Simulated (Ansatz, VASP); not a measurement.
## Si8S: VASP beside Ansatz

```
Si S
1.0
     3.81552    0.00000    0.00000
     0.00000    6.31294    0.00000
     0.00000    0.00000   21.23187
Si S
8 1
Direct
  0.00000 0.93690 0.18840
  0.00000 0.56310 0.18840
  0.50000 0.43690 0.24027
  0.50000 0.06310 0.24027
  0.50000 0.93327 0.34466
  0.50000 0.56673 0.34466
  0.00000 0.42663 0.38771
  0.00000 0.07337 0.38771
  0.50000 0.75996 0.52901
```

Alike in both runs: task single point; functional PBE; dispersion D3(BJ); k mesh 7 × 4 × 1; occupations gaussian, width 0.05 eV; collinear spin.

|  | VASP | Ansatz |
| --- | --- | --- |
| version | VASP 6.6.1 | Ansatz 0.2.0 |
| potentials or method | VASP PAW PBE potentials, release 64 (Si, S), cutoff 520 eV | scalar-relativistic, plane waves, PAW |
| valence electrons in the cell | 38 | 38 |

VASP gave:

| Item | Value |
| --- | --- |
| gap on the k mesh at the Fermi level (eV) | none |
| rms of the force components (eV/Å) | 0.357 |
| net moment per atom (μB) | 0.17 |
| size of the moment on the site where the two differ most (μB) | 1.00 |
| work function, face that differs most (eV) | 6.30 |

Question: Which values does Ansatz return?

Answer: gap on the k mesh at the Fermi level (eV): none; rms of the force components (eV/Å): 0.358; net moment per atom (μB): 0.17; size of the moment on the site where the two differ most (μB): 1.61; work function, face that differs most (eV): 6.29.

Site moments also hang on the region over which each program counts them. Atom by atom the forces differ by 0.004 eV/Å (rms over components). A gap of «none» marks a metal or a gap that the smearing closes. Ansatz's warnings: xc potential rough in thin density.
